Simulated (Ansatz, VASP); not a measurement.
SnO in VASP and in Ansatz

```
CELL_PARAMETERS angstrom
3.82015 0.00030 0.00000
-0.00031 3.82015 0.00000
0.00000 0.00000 22.22608
ATOMIC_POSITIONS crystal
Sn 0.99995 0.99995 0.20246
Sn 0.49995 0.49995 0.30878
Sn 0.87495 0.87495 0.47975
Sn 0.37495 0.37495 0.58607
O 0.99995 0.49995 0.25562
O 0.49995 0.99995 0.25562
O 0.87495 0.37495 0.53291
O 0.37495 0.87495 0.53291
```

Alike in both runs: task single point; functional PBE; dispersion D3(BJ); k mesh 7 × 7 × 1; occupations gaussian, width 0.05 eV; no spin polarisation.

|  | VASP | Ansatz |
| --- | --- | --- |
| version | VASP 6.6.1 | Ansatz 0.2.0 |
| potentials or method | VASP PAW PBE potentials, release 64 (Sn_d, O), cutoff 520 eV | scalar-relativistic, plane waves, PAW |
| valence electrons in the cell | 80 | 80 |

Ansatz gave:

| Property | Result |
| --- | --- |
| gap on the k mesh at the Fermi level (eV) | 2.41 |
| least direct gap on the mesh (eV) | 2.55 |
| rms of the force components (eV/Å) | 0.028 |

Estimate VASP's values.

gap on the k mesh at the Fermi level (eV): 2.40; least direct gap on the mesh (eV): 2.51; rms of the force components (eV/Å): 0.056.
